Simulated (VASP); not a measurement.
Wanted: the native input for a VASP 6.6.1 run.

```yaml
Task: single point
Functional: PBE
Potentials_or_basis: VASP PAW PBE potentials, release 64 (Ge_d, H)
Cutoff: 410 eV
k_mesh: 3 × 3 × 1
Occupations: gaussian, width 0.05 eV
Spin: no spin polarisation
Dipole_correction: yes
Further_INCAR_settings: ALGO = Normal; EDIFF = 1e-06; NBANDS = 164; NELMDL = -8
```

The structure of Ge5H2 lies in POSCAR:

```
Ge5H2
1.0
    8.1473826809      0.0000000000      0.0000000000
    0.0000000000      8.1473826809      0.0000000000
    0.0000000000      0.0000000000     19.5175094652
Ge H
20 8
Direct
    0.5000000000      0.5000000000      0.2513865784
    0.5000000000      0.0000000000      0.2513865784
    0.0000000000      0.5000000000      0.2513865784
    0.0000000000      0.0000000000      0.2513865784
    0.7500000000      0.5000000000      0.3251801834
    0.7500000000      0.0000000000      0.3251801834
    0.2500000000      0.5000000000      0.3251801834
    0.2500000000      0.0000000000      0.3251801834
    0.7487606374      0.7487005678      0.4018074613
    0.7487606374      0.2512994322      0.4018074613
    0.2521222309      0.7483198216      0.3975678999
    0.2521222309      0.2516801784      0.3975678999
    0.0050847270      0.7421189454      0.4751308105
    0.0050847270      0.2578810546      0.4751308105
    0.4970549285      0.7257289590      0.4768260162
    0.4970549285      0.2742710410      0.4768260162
    0.0919145307      0.0000000000      0.5332406917
    0.1040171339      0.5000000000      0.5443076775
    0.3908908490      0.0000000000      0.5083452006
    0.4350525776      0.5000000000      0.5650206258
    0.5083944213      0.6502083350      0.2033868863
    0.5083944213      0.3497916650      0.2033868863
    0.5083944213      0.1502083350      0.2033868863
    0.5083944213     -0.1502083350      0.2033868863
   -0.0083944213      0.3497916650      0.2033868863
   -0.0083944213      0.6502083350      0.2033868863
   -0.0083944213     -0.1502083350      0.2033868863
   -0.0083944213      0.1502083350      0.2033868863
```

One way to write it, as run:

INCAR

```
PREC = Accurate
ENCUT = 410
EDIFF = 1E-6
ISMEAR = 0
SIGMA = 0.05
LREAL = False
LASPH = True
NELM = 120
ALGO = Normal
ISIF = 2
LWAVE = False
LCHARG = False
LDIPOL = True
IDIPOL = 3
DIPOL = 0.5 0.5 0.342
GGA = PE
NBANDS = 164
GGA_COMPAT = False
NELMDL = -8
```

KPOINTS

```
Automatic mesh
0
Gamma
  3 3 1
```

Potentials or basis: VASP PAW PBE potentials, release 64 (Ge_d, H).

The run is started by

```sh
$ cat potpaw_PBE.64/Ge_d/POTCAR potpaw_PBE.64/H/POTCAR > POTCAR
$ mpirun -np 1 vasp_std > vasp.out
```

Results of the run:

- Largest force: 0.708 eV/Å
- Band gap on the k mesh: zero (bands 144 and 145 overlap by 0.04 eV)

Wall time 38 min on 1 thread of Intel(R) Xeon(R) Platinum 8488C (Sapphire Rapids), with other jobs on the host, peak memory 1 GiB.
